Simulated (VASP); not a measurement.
Write the native input for VASP 6.6.1 that does the following.

| Property | Result |
| --- | --- |
| Task | single point |
| Functional | PBE |
| Potentials or basis | VASP PAW PBE potentials, release 64 (Be) |
| Cutoff | 520 eV |
| k mesh | 8 × 8 × 4 |
| Occupations | fermi-dirac, width 0.05 eV |
| Spin | no spin polarisation |
| Dipole correction | no |
| k mesh for the DOS | 12 × 12 × 6 |
| Occupations for the DOS | tetrahedron |
| Further INCAR settings | ALGO = Normal; EDIFF = 1e-06 |

Be:

```
Be
1.0
     2.28530    0.00000    0.00000
    -1.14265    1.97913    0.00000
     0.00000    0.00000    3.58420
Be
2
Cartesian
  1.1427 0.6597 2.6882
  0.0000 1.3194 0.8961
```

The input as run:

POSCAR

```
Be
1.0
    2.2853000000      0.0000000000      0.0000000000
   -1.1426500000      1.9791278553      0.0000000000
    0.0000000000      0.0000000000      3.5842000000
Be
2
Direct
    0.6666666667      0.3333333333      0.7500000000
    0.3333333333      0.6666666667      0.2500000000
```

INCAR.step1

```
  ALGO = Normal
  EDIFF = 1E-6
  ENCUT = 520
  GGA = PE
  ISIF = 2
  ISMEAR = -1
  LASPH = T
  LCHARG = T
  LREAL = F
  LWAVE = F
  NBANDS = 9
  NELM = 60
  PREC = Accurate
  SIGMA = 0.05
```

KPOINTS.step1

```
k-points
0
Gamma
  8 8 4
```

INCAR.step2

```
  ALGO = Normal
  EDIFF = 1E-6
  ENCUT = 520
  GGA = PE
  ICHARG = 11
  ISIF = 2
  ISMEAR = -5
  LASPH = T
  LCHARG = F
  LORBIT = 11
  LREAL = F
  LWAVE = F
  NEDOS = 1001
  NELM = 60
  PREC = Accurate
  SIGMA = 0.05
```

KPOINTS.step2

```
k-points
0
Gamma
  12 12 6
```

Potentials or basis: VASP PAW PBE potentials, release 64 (Be).

The run is started by

```bash
$ cat potpaw_PBE.64/Be/POTCAR > POTCAR
$ cp INCAR.step1 INCAR
$ cp KPOINTS.step1 KPOINTS
$ mpirun -np 1 vasp_std > vasp.out
$ cp INCAR.step2 INCAR
$ cp KPOINTS.step2 KPOINTS
$ mpirun -np 1 vasp_std > vasp.out
```

It gave:

```
Valence electrons inside the program's atomic spheres : Be 1.15
```

Caveat: the k points lie up to 0.44 Å⁻¹ apart.

Run time: 9.5 s on 1 thread of Intel Xeon 8259CL, on a shared host, peak memory 0.12 GiB.
